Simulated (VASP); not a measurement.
**SrCl2: single point with PBE**

SrCl2:

```
Sr Cl
1.0
     4.65956    0.00000    0.00000
    -2.32978    4.03530    0.00000
     0.00000    0.00000    3.22908
Sr Cl
1 2
Direct
  0.00000 0.00000 0.00000
  0.33333 0.66667 0.50000
  0.66667 0.33333 0.50000
```

| Item | Value |
| --- | --- |
| Program | VASP 6.6.1 |
| Task | single point |
| Functional | PBE |
| Potentials or basis | VASP PAW PBE potentials, release 64 (Sr_sv, Cl) |
| Cutoff | 520 eV |
| k mesh | 6 × 6 × 5 |
| Occupations | gaussian, width 0.01 eV |
| Spin | no spin polarisation |

* Pressure: 15.2 GPa
* Band gap on the k mesh: 0.99 eV, indirect (least direct gap 1.73 eV)

Levels at points of the mesh, in eV from the valence-band top:
| k point | band 9 | band 10 | band 11 | band 12 | band 13 | band 14 | band 15 | band 16 |
| --- | --- | --- | --- | --- | --- | --- | --- | --- |
| (0.00, 0.00, 0.00) | -2.55 | -1.93 | -1.93 | -0.86 | 0.99 | 3.87 | 6.26 | 6.26 |
| (0.50, 0.00, 0.00) | -2.26 | -1.92 | -1.52 | -1.24 | 1.63 | 4.46 | 6.01 | 6.30 |

Wall time 16 s on 1 thread of Intel(R) Xeon(R) Platinum 8488C (Sapphire Rapids), on a shared host, peak memory 0.18 GiB.

A k mesh can miss the band edges. A hybrid or GW would open this gap; PBE tends to underestimate it.
